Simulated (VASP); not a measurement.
Set up this calculation in VASP 6.6.1, as the native input.

- Task: single point
- Functional: PBEsol
- Potentials or basis: VASP PAW PBE potentials, release 64 (Ti_sv, O)
- Cutoff: 520 eV
- k mesh: 8 × 8 × 14
- Occupations: gaussian, width 0.15 eV
- Spin: no spin polarisation
- Dipole correction: no
- Further INCAR settings: ALGO = Normal; EDIFF = 1e-06; NBANDS = 39

The structure of Ti3O4 lies in POSCAR:

```
Ti3O4
1.0
    2.9128162286     -4.0303540220      0.0000000000
    2.9128162286      4.0303540220      0.0000000000
    0.0000000000      0.0000000000      2.9690273773
Ti O
3 4
Direct
    0.0000000000      0.0000000000      0.5000000000
    0.5000000000      0.0000000000      0.0000000000
    0.0000000000      0.5000000000      0.0000000000
    0.7627833111      0.7627833111      0.0210506648
    0.2588765548      0.7411234452      0.5210506648
    0.2372166889      0.2372166889      0.0210506648
    0.7411234452      0.2588765548      0.5210506648
```

This cell differs from its parent crystal: all O atoms moved +0.062 Å, as atom 4 along Cartesian [0 0 1].

These files were run (other wordings do the same):

INCAR

```
PREC = Accurate
ENCUT = 520
EDIFF = 1E-6
ISMEAR = 0
SIGMA = 0.15
LREAL = F
LASPH = T
NELM = 80
ALGO = Normal
ISIF = 2
LWAVE = F
LCHARG = F
GGA = PS
NBANDS = 39
```

KPOINTS

```
Automatic mesh
0
Gamma
  8 8 14
```

Potentials or basis: VASP PAW PBE potentials, release 64 (Ti_sv, O).

Command:

```sh
$ cat potpaw_PBE.64/Ti_sv/POTCAR potpaw_PBE.64/O/POTCAR > POTCAR
$ mpirun -np 1 vasp_std > vasp.out
```

Results of the run:

```json
{
 "Pressure": "1.4 GPa",
 "Largest force": "0.794 eV/Å",
 "Band gap on the k mesh": "zero (bands 30 and 31 overlap by 1.08 eV)"
}
```

Caveat: the cell differs from its parent crystal (all O atoms moved +0.062 Å, as atom 4 along Cartesian [0 0 1]); the PAW data sets were made with another functional, which shifts forces and pressure a little; semilocal functionals often make such compounds metallic where correlation or magnetic order opens a gap, which also shifts bond lengths.

Wall time 8.1 min on 1 thread of Intel(R) Xeon(R) 6975P-C (Granite Rapids), on a shared host, peak memory 0.44 GiB.
